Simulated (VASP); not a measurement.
# Ge3Se5 (Im-3m) in VASP: notebook

Runs on Ge3Se5. Level: PBE. Tasks: single point, relaxation of cell and atoms.

Everything below comes from runs of VASP 6.6.1. Logs are shortened: lines on timing, memory, paths and dates and some standing lists are left out, and cuts for length are marked.

### 1 The cell of the first run

The structure is cubic, space group Im-3m (No. 229). The conventional cell has a = 6.938 Å, b = 6.938 Å, c = 6.938 Å, α = 90.00°, β = 90.00°, γ = 90.00°. Ge (site symmetry 4/mmm) has 10 Se at 3.00 to 3.47 Å and 4 Ge at 3.47 Å within 4.0 Å. Se (site symmetry m-3m) has 8 Se at 3.00 Å and 6 Ge at 3.47 Å within 4.0 Å. Within 4.0 Å of Se (site symmetry -3m) lie 6 Ge at 3.00 Å and 8 Se at 3.00 to 3.47 Å.

### 2 Single point, PBE

The input, INCAR:

```
  PREC = Accurate
  ENCUT = 520
  EDIFF = 1E-6
  ISMEAR = 0
  SIGMA = 0.1
  LREAL = False
  LASPH = True
  NELM = 100
  ALGO = Normal
  ISIF = 2
  LWAVE = False
  LCHARG = False
  GGA = PE
  NBANDS = 46
```

The input, KPOINTS:

```
Automatic mesh
0
Gamma
  8 8 8
```

The input, POSCAR:

```
Ge3Se5
1.0
   -3.4690597333      3.4690597333      3.4690597333
    3.4690597333     -3.4690597333      3.4690597333
    3.4690597333      3.4690597333     -3.4690597333
Ge Se
3 5
Direct
    0.0000000000      0.5000000000      0.5000000000
    0.5000000000      0.5000000000      0.0000000000
    0.5000000000      0.0000000000      0.5000000000
    0.0000000000      0.0000000000      0.0000000000
    0.0000000000      0.0000000000      0.5000000000
    0.0000000000      0.5000000000      0.0000000000
    0.5000000000      0.0000000000      0.0000000000
    0.5000000000      0.5000000000      0.5000000000
```

Potentials or basis: VASP PAW PBE potentials, release 64 (Ge_d, Se).

On the command line:

```
> cat potpaw_PBE.64/Ge_d/POTCAR potpaw_PBE.64/Se/POTCAR > POTCAR
> mpirun -np 1 vasp_std > vasp.out
```

OUTCAR:

```text
PREC = Accurate
   ENCUT = 520
   EDIFF = 1E-6
   ISMEAR = 0
   LREAL = False
   LASPH = True
   NELM = 100
   ISIF = 2
   GGA = PE

 ion  position               nearest neighbor table
   1  0.000  0.500  0.500-
   2  0.500  0.500  0.000-
   3  0.500  0.000  0.500-
   4  0.000  0.000  0.000-
   5  0.000  0.000  0.500-
   6  0.000  0.500  0.000-
   7  0.500  0.000  0.000-
   8  0.500  0.500  0.500-

  LATTYP: Found a body centered cubic cell.
 ALAT       =     6.9381194666

  Lattice vectors:

 A1 = (  -3.4690597333,   3.4690597333,   3.4690597333)
 A2 = (   3.4690597333,  -3.4690597333,   3.4690597333)
 A3 = (   3.4690597333,   3.4690597333,  -3.4690597333)

Analysis of symmetry for initial positions (statically):
=====================================================================
 Subroutine PRICEL returns:
 Original cell was already a primitive cell.

 Routine SETGRP: Setting up the symmetry group for a
 body centered cubic supercell.

 Subroutine GETGRP returns: Found 48 space group operations
 (whereof 48 operations were pure point group operations)
 out of a pool of 48 trial point group operations.

The static configuration has the point symmetry O_h .

Analysis of symmetry for dynamics (positions and initial velocities):
=====================================================================
 Subroutine PRICEL returns:
 Original cell was already a primitive cell.

 Routine SETGRP: Setting up the symmetry group for a
 body centered cubic supercell.

 Subroutine GETGRP returns: Found 48 space group operations
 (whereof 48 operations were pure point group operations)
 out of a pool of 48 trial point group operations.

The dynamic configuration has the point symmetry O_h .

 Subroutine INISYM returns: Found 48 space group operations
 (whereof 48 operations are pure point group operations),
 and found     1 'primitive' translations

----------------------------------------------------------------------------------------

                                     Primitive cell

  volume of cell :     166.9919

  direct lattice vectors                    reciprocal lattice vectors
    -3.469059733  3.469059733  3.469059733     0.000000000  0.144131274  0.144131274
     3.469059733 -3.469059733  3.469059733     0.144131274  0.000000000  0.144131274
     3.469059733  3.469059733 -3.469059733     0.144131274  0.144131274  0.000000000

  length of vectors
     6.008587713  6.008587713  6.008587713     0.203832403  0.203832403  0.203832403

  position of ions in fractional coordinates (direct lattice)
     0.000000000  0.500000000  0.500000000
     0.500000000  0.500000000  0.000000000
     0.500000000  0.000000000  0.500000000
     0.000000000  0.000000000  0.000000000
     0.000000000  0.000000000  0.500000000
     0.000000000  0.500000000  0.000000000
     0.500000000  0.000000000  0.000000000
     0.500000000  0.500000000  0.500000000

  ion indices of the primitive-cell ions
   primitive index   ion index
                 1           1
                 2           2
                 3           3
                 4           4
                 5           5
                 6           6
                 7           7
                 8           8

----------------------------------------------------------------------------------------

 KPOINTS: Automatic mesh

Automatic generation of k-mesh.
 Grid dimensions read from file:
 generate k-points for:    8    8    8

 Generating k-lattice:

  Cartesian coordinates                     Fractional coordinates (reciprocal lattice)
     0.000000000  0.018016409  0.018016409     0.125000000  0.000000000  0.000000000
     0.018016409  0.000000000  0.018016409     0.000000000  0.125000000  0.000000000
     0.018016409  0.018016409  0.000000000     0.000000000  0.000000000  0.125000000

  Length of vectors
     0.025479050  0.025479050  0.025479050

  Shift w.r.t. Gamma in fractional coordinates (k-lattice)
     0.000000000  0.000000000  0.000000000

 Subroutine IBZKPT returns following result:
 ===========================================

 Found     29 irreducible k-points:

 Following reciprocal coordinates:
            Coordinates               Weight
  0.000000  0.000000  0.000000      1.000000
  0.125000  0.000000  0.000000     12.000000
  0.250000  0.000000  0.000000     12.000000
  0.375000  0.000000  0.000000     12.000000
  0.500000  0.000000  0.000000      6.000000
  0.125000  0.125000  0.000000     24.000000
[... 16 lines left out ...]
 -0.250000  0.250000  0.250000      6.000000
 -0.375000  0.375000  0.250000     24.000000
 [... further k-points ...]
   k-points           NKPTS =     29   k-points in BZ     NKDIM =     29   number of bands    NBANDS=     46
   number of dos      NEDOS =    301   number of ions     NIONS =      8
   total plane-waves  NPLWV = 110592
   dimension x,y,z NGX =    48 NGY =   48 NGZ =   48
   dimension x,y,z NGXF=    96 NGYF=   96 NGZF=   96
   ions per type =               3   5
   NGX,Y,Z   is equivalent  to a cutoff of  13.28, 13.28, 13.28 a.u.
   NGXF,Y,Z  is equivalent  to a cutoff of  26.56, 26.56, 26.56 a.u.
 SYSTEM =  unknown system
   PREC   = accura    normal or accurate (medium, high low for compatibility)
   ISTART =      0    job   : 0-new  1-cont  2-samecut
   ICHARG =      2    charge: 1-file 2-atom 10-const
   ISPIN  =      1    spin polarized calculation?
   LNONCOLLINEAR =      F non collinear calculations
   LSORBIT =      F    spin-orbit coupling
   LASPH  =      T    aspherical Exc in radial PAW
   ENCUT  =  520.0 eV  38.22 Ry    6.18 a.u.  11.17 11.17 11.17*2*pi/ulx,y,z
   NELM   =    100;   NELMIN=  2; NELMDL= -5     # of ELM steps
   EDIFF  = 0.1E-05   stopping-criterion for ELM
   LREAL  =      F    real-space projection
   EDIFFG = 0.1E-04   stopping-criterion for IOM
   NSW    =      0    number of steps for IOM
   IBRION =     -1    ionic relax: 0-MD 1-quasi-New 2-CG
   NFREE  =      0    steps in history (QN), initial steepest desc. (CG)
   ISIF   =      2    stress and relaxation
   ISYM   =      2    0-nonsym 1-usesym 2-fastsym
   POTIM  = 0.5000    time-step for ionic-motion
   TEBEG  =    0.0;   TEEND  =   0.0 temperature during run
   PSTRESS=    0.0 pullay stress
   NELECT =      72.0000    total number of electrons
   NUPDOWN=      -1.0000    fix difference up-down
   EMIN   =  10.00;   EMAX   =-10.00  energy-range for DOS
   EFERMI =   0.00;   METHOD = LEGACY
   ISMEAR =     0;   SIGMA  =   0.10  broadening in eV -4-tet -1-fermi 0-gaus
   EFERMI_NEDOS =   21; number of points for ismear=-14 and -15
   IALGO  =     38    algorithm
   IMIX   =      4    mixing-type and parameters
     AMIX     =   0.40;   BMIX     =  1.00
     AMIX_MAG =   1.60;   BMIX_MAG =  1.00
  volume/ion in A,a.u.               =      20.87       140.86
  Fermi-wavevector in a.u.,A,eV,Ry     =   1.236765  2.337147 20.811307  1.529588
  Thomas-Fermi vector in A             =   2.371360
   LORBIT       =      0    0 simple, 1 ext, 2 COOP (PROOUT), +10 PAW based schemes
   GGA     = PE    functional components
   LHFCALC =     F    Hartree Fock is set to
   AEXX    =    0.0000 exact exchange contribution
   IVDW    =     0    specifies the selected vdW correction
   LEPSILON=     F    determine dielectric tensor
   LRPA    =     F    only Hartree local field effects (RPA)
 non-spin polarized calculation
 Gauss-broadening in eV      SIGMA  =   0.10
  energy-cutoff  :      520.00
  volume of cell :      166.99
 maximum number of plane-waves:      4537
 NGX is ok and might be reduce to    48
   NGX = 23   NGY = 23   NGZ = 23

 number of electron      72.0000024 magnetization

 Free energy of the ion-electron system (eV)
  ---------------------------------------------------
  ext. energy  EPLUGINS =         0.00000000
  ---------------------------------------------------
  free energy    TOTEN  =       -29.12509138 eV

  energy without entropy =      -29.09671266  energy(sigma->0) =      -29.11090202

 E-fermi :   5.3372     XC(G=0): -10.5612

 val. band max:        5.3244752613   @ k =  -0.3750   0.5000   0.1250
 cond. band min:       5.3552001057   @ k =   0.1250   0.0000   0.0000
 fundamental gap:      0.0307248443
 Fermi energy:         5.3372041389

 k-point     1 :       0.0000    0.0000    0.0000
  band No.  band energies     occupation
      1     -19.6317      2.00000
      2     -19.6317      2.00000
      3     -19.6282      2.00000
      4     -19.6270      2.00000
      5     -19.6270      2.00000
      6     -19.6270      2.00000
[... 38 lines left out ...]
     45       9.7305      0.00000
     46       9.7305      0.00000

 k-point     2 :       0.1250    0.0000    0.0000
  band No.  band energies     occupation
      1     -19.6314      2.00000
      2     -19.6308      2.00000
      3     -19.6279      2.00000
      4     -19.6267      2.00000
      5     -19.6266      2.00000
      6     -19.6265      2.00000
[... 38 lines left out ...]
     45       9.8668      0.00000
     46      10.0492      0.00000

 k-point     3 :       0.2500    0.0000    0.0000
  band No.  band energies     occupation
      1     -19.6308      2.00000
      2     -19.6282      2.00000
      3     -19.6268      2.00000
      4     -19.6259      2.00000
      5     -19.6257      2.00000
      6     -19.6251      2.00000
[... 38 lines left out ...]
     45       9.7769      0.00000
     46      10.2000      0.00000

 k-point     4 :       0.3750    0.0000    0.0000
  band No.  band energies     occupation
      1     -19.6304      2.00000
      2     -19.6250      2.00000
      3     -19.6248      2.00000
      4     -19.6248      2.00000
      5     -19.6244      2.00000
      6     -19.6235      2.00000
[... 920 lines left out ...]
     45       8.6892      0.00000
     46       8.6892      0.00000

 k-point    23 :      -0.2500    0.2500    0.2500
  band No.  band energies     occupation
      1     -19.6316      2.00000
      2     -19.6290      2.00000
      3     -19.6260      2.00000
      4     -19.6243      2.00000
      5     -19.6243      2.00000
      6     -19.6222      2.00000
[... 38 lines left out ...]
     45       8.8857      0.00000
     46       9.4378      0.00000

 k-point    24 :      -0.3750    0.3750    0.2500
  band No.  band energies     occupation
      1     -19.6313      2.00000
      2     -19.6286      2.00000
      3     -19.6254      2.00000
      4     -19.6245      2.00000
      5     -19.6239      2.00000
      6     -19.6236      2.00000
[... 38 lines left out ...]
     45       8.9079      0.00000
     46       8.9689      0.00000

 [... further k-points ...]

------------------------ aborting loop because EDIFF is reached ----------------------------------------

  FORCE on cell =-STRESS in cart. coord.  units (eV):
  Direction    XX          YY          ZZ          XY          YZ          ZX
  --------------------------------------------------------------------------------------
  -------------------------------------------------------------------------------------
  Total        0.0240967      0.0240967      0.0240967     -0.0000000      0.0000000      0.0000000
  in kB        0.2311922      0.2311922      0.2311922     -0.0000000      0.0000000      0.0000000
  external PRESSURE =       0.2311922 kB  Pullay stress =       0.0000000 kB

 VOLUME and BASIS-vectors are now :
 -----------------------------------------------------------------------------
  energy-cutoff  :      520.00
  volume of cell :      166.99
      direct lattice vectors                 reciprocal lattice vectors
    -3.469059733  3.469059733  3.469059733     0.000000000  0.144131274  0.144131274
     3.469059733 -3.469059733  3.469059733     0.144131274  0.000000000  0.144131274
     3.469059733  3.469059733 -3.469059733     0.144131274  0.144131274  0.000000000

 POSITION                                       TOTAL-FORCE (eV/Angst)
 -----------------------------------------------------------------------------------
      3.46906      0.00000      0.00000         0.000000      0.000000     -0.000000
      0.00000      0.00000      3.46906        -0.000000     -0.000000      0.000000
      0.00000      3.46906      0.00000         0.000000     -0.000000      0.000000
      0.00000      0.00000      0.00000         0.000000     -0.000000      0.000000
      1.73453      1.73453     -1.73453         0.000000     -0.000000     -0.000000
      1.73453     -1.73453      1.73453        -0.000000     -0.000000      0.000000
     -1.73453      1.73453      1.73453        -0.000000      0.000000      0.000000
      1.73453      1.73453      1.73453         0.000000     -0.000000      0.000000
 -----------------------------------------------------------------------------------
    total drift:                               -0.000000     -0.000000      0.000000

  FREE ENERGIE OF THE ION-ELECTRON SYSTEM (eV)
  ---------------------------------------------------
  free  energy   TOTEN  =       -29.1250913780 eV

  energy  without entropy=      -29.0967126628  energy(sigma->0) =      -29.11090202
```

Wall time 3.1 min (1 thread of AMD EPYC 9R45 (Zen 5), shared host); peak memory 0.37 GiB.

What came out:

* Free energy: -29.1251 eV
* Pressure: 0.0 GPa
* Band gap on the k mesh: zero (band 36 reaches 6.98 eV, above the bottom of band 37 at 4.91 eV)

Levels at points of the mesh, in eV from the Fermi level:
```tsv
k point	band 34	band 35	band 36	band 37	band 38	band 39
(0.00, 0.00, 0.00)	0.27	0.30	1.64	1.64	1.64	4.24
(0.50, 0.00, 0.00)	-0.85	-0.85	-0.37	-0.03	0.79	1.28
(0.50, 0.50, 0.50)	-0.41	-0.41	-0.41	-0.39	-0.39	-0.39
```

### 3 Relaxation of cell and atoms, PBE

This run uses another cell than the first one, of 24.06 Å³/atom, 1.153 times its volume.

The input, INCAR:

```
SYSTEM = Ge3Se5
  ALGO = Normal
  EDIFF = 1E-7
  EDIFFG = -0.04
  ENCUT = 600
  GGA = PE
  IBRION = 2
  ISIF = 3
  ISMEAR = 0
  LASPH = .TRUE.
  LCHARG = .FALSE.
  LREAL = .FALSE.
  LWAVE = .FALSE.
  NELM = 80
  NSW = 90
  PREC = Accurate
  SIGMA = 0.1
```

The input, KPOINTS:

```
k-points
0
G
  4 4 4
  0 0 0
```

Edit POSCAR of step 2 so:

```diff
@@ -2,5 +2,5 @@
 1.0
-   -3.4690597333      3.4690597333      3.4690597333
-    3.4690597333     -3.4690597333      3.4690597333
-    3.4690597333      3.4690597333     -3.4690597333
+   -3.6373081400      3.6373081400      3.6373081400
+    3.6373081400     -3.6373081400      3.6373081400
+    3.6373081400      3.6373081400     -3.6373081400
 Ge Se
```

Potentials or basis: VASP PAW PBE potentials, release 64 (Ge_d, Se).

On the command line:

```
> cat potpaw_PBE.64/Ge_d/POTCAR potpaw_PBE.64/Se/POTCAR > POTCAR
> mpirun -np 1 vasp_std > vasp.out
```

Wall time 3.2 min (1 thread of AMD EPYC 9R45 (Zen 5), shared host); peak memory 0.36 GiB.

It converged, with:

```
Free energy                            : -28.8760 eV
Relaxed volume                         : 20.73 Å³/atom
Relaxed cell                           : a = 5.995 Å, b = 5.995 Å, c = 5.995 Å, α = 109.47°, β = 109.47°, γ = 109.47°
Space group after relaxing (to 0.05 Å) : Im-3m (No. 229)
Energy gained by relaxing              : 67.3 meV/atom
Ionic steps                            : 3
Pressure after relaxing                : 0.0 GPa
Band gap on the k mesh                 : zero (band 36 reaches 7.06 eV, above the bottom of band 37 at 5.00 eV)
```

The path:
```
step  energy change (eV)  largest force (eV/Å)  pressure (GPa)  volume (Å³)
   1              0.0000                0.0000           -5.88       192.49
   2             -0.5297                0.0000           -0.91       168.91
   3             -0.5387                0.0000           -0.03       165.84
```

Final structure:
```cif
data_structure
_symmetry_space_group_name_H-M 'P 1'
_symmetry_Int_Tables_number 1
_cell_length_a 5.9947
_cell_length_b 5.9947
_cell_length_c 5.9947
_cell_angle_alpha 109.471
_cell_angle_beta 109.471
_cell_angle_gamma 109.471
_cell_volume 165.84
loop_
_atom_site_label
_atom_site_type_symbol
_atom_site_fract_x
_atom_site_fract_y
_atom_site_fract_z
_atom_site_occupancy
Ge1 Ge 0.00000 0.50000 0.50000 1
Ge2 Ge 0.50000 0.50000 0.00000 1
Ge3 Ge 0.50000 0.00000 0.50000 1
Se1 Se 0.00000 0.00000 0.00000 1
Se2 Se 0.00000 0.00000 0.50000 1
Se3 Se 0.00000 0.50000 0.00000 1
Se4 Se 0.50000 0.00000 0.00000 1
Se5 Se 0.50000 0.50000 0.50000 1
```

Levels at points of the mesh, in eV from the Fermi level:
```
           k point  band 31  band 32  band 33  band 34  band 35  band 36  band 37  band 38  band 39  band 40
(0.00, 0.00, 0.00)    -2.30    -2.30     0.22     0.22     0.25     1.62     1.62     1.62     4.24     4.24
(0.50, 0.00, 0.00)    -2.28    -2.27    -1.26    -0.91    -0.89    -0.41    -0.07     0.77     1.26     1.27
(0.50, 0.50, 0.50)    -0.53    -0.53    -0.53    -0.47    -0.47    -0.47    -0.44    -0.44    -0.44    -0.04
```

### 4 Relaxation of cell and atoms, PBE

This run uses another cell than the first one, of 20.71 Å³/atom, 0.992 times its volume.

The input, INCAR:

```
SYSTEM = Ge3Se5
PREC = Accurate ; ENCUT = 600
EDIFF = 1E-7 ; ISMEAR = 0
SIGMA = 0.1 ; LREAL = .FALSE.
LASPH = .TRUE. ; NELM = 60
ALGO = Normal ; ISIF = 3
LWAVE = .FALSE. ; LCHARG = .FALSE.
GGA = PE ; IBRION = 2
NSW = 100 ; EDIFFG = -0.01
```

The input, KPOINTS:

```
regular mesh
0
G
  8 8 8
  0 0 0
```

Edit POSCAR of step 3 so:

```diff
@@ -2,5 +2,5 @@
 1.0
-   -3.6373081400      3.6373081400      3.6373081400
-    3.6373081400     -3.6373081400      3.6373081400
-    3.6373081400      3.6373081400     -3.6373081400
+   -3.4599893682      3.4599893682      3.4599893682
+    3.4599893682     -3.4599893682      3.4599893682
+    3.4599893682      3.4599893682     -3.4599893682
 Ge Se
```

On the command line:

```
> cat potpaw_PBE.64/Ge_d/POTCAR potpaw_PBE.64/Se/POTCAR > POTCAR
> mpirun -np 1 vasp_std > vasp.out
```

Run time: 5.9 min. Hardware: 1 thread of AMD EPYC 9R45 (Zen 5), shared host; peak memory 0.42 GiB.

It converged, with:

```yaml
Free_energy: -29.1252 eV
Relaxed_volume: 20.91 Å³/atom
Relaxed_cell: a = 6.012 Å, b = 6.012 Å, c = 6.012 Å, α = 109.47°, β = 109.47°, γ = 109.47°
Space_group_after_relaxing_to_0.05_Å: Im-3m (No. 229)
Energy_gained_by_relaxing: 0.3 meV/atom
Ionic_steps: 2
Pressure_after_relaxing: -0.1 GPa
Band_gap_on_the_k_mesh: zero (band 36 reaches 6.95 eV, above the bottom of band 37 at 4.89 eV)
```

The path:
| step | energy change (eV) | largest force (eV/Å) | pressure (GPa) | volume (Å³) |
| --- | --- | --- | --- | --- |
| 1 | 0.0000 | 0.0000 | 0.51 | 165.69 |
| 2 | -0.0023 | 0.0000 | -0.06 | 167.28 |

Final structure:
```
Ge Se
1.0
    -3.47105    3.47105    3.47105
     3.47105   -3.47105    3.47105
     3.47105    3.47105   -3.47105
Ge Se
3 5
Direct
  0.00000 0.50000 0.50000
  0.50000 0.50000 0.00000
  0.50000 0.00000 0.50000
  0.00000 0.00000 0.00000
  0.00000 0.00000 0.50000
  0.00000 0.50000 0.00000
  0.50000 0.00000 0.00000
  0.50000 0.50000 0.50000
```

Levels at points of the mesh, in eV from the Fermi level:
```
           k point  band 32  band 33  band 34  band 35  band 36  band 37  band 38  band 39  band 40  band 41
(0.00, 0.00, 0.00)    -2.23     0.27     0.27     0.30     1.63     1.63     1.63     4.23     4.24     4.24
(0.50, 0.00, 0.00)    -2.20    -1.20    -0.85    -0.85    -0.38    -0.03     0.79     1.28     1.29     1.75
(0.50, 0.50, 0.50)    -0.51    -0.51    -0.41    -0.41    -0.41    -0.38    -0.38    -0.38    -0.03    -0.03
```

### 5 Overview

```tsv
task	cell	k mesh	cutoff (eV)	gap on the mesh (eV)	pressure (GPa)	relaxed volume (Å³/atom)
single point	a = 6.009 Å, angles 109.5°, 8 atoms	8 × 8 × 8	520	none	0.0	-
relaxation of cell and atoms	relaxed from a = 6.300 Å, angles 109.5°, 8 atoms	4 × 4 × 4	600	none	0.0	20.73
relaxation of cell and atoms	relaxed from a = 5.993 Å, angles 109.5°, 8 atoms	8 × 8 × 8	600	none	-0.1	20.91
```

Alike in all rows: level PBE; potentials or basis VASP PAW PBE potentials, release 64 (Ge_d, Se); no spin polarisation; smearing gaussian 0.1 eV.

Absolute energies hang on the potentials; compare differences alone.
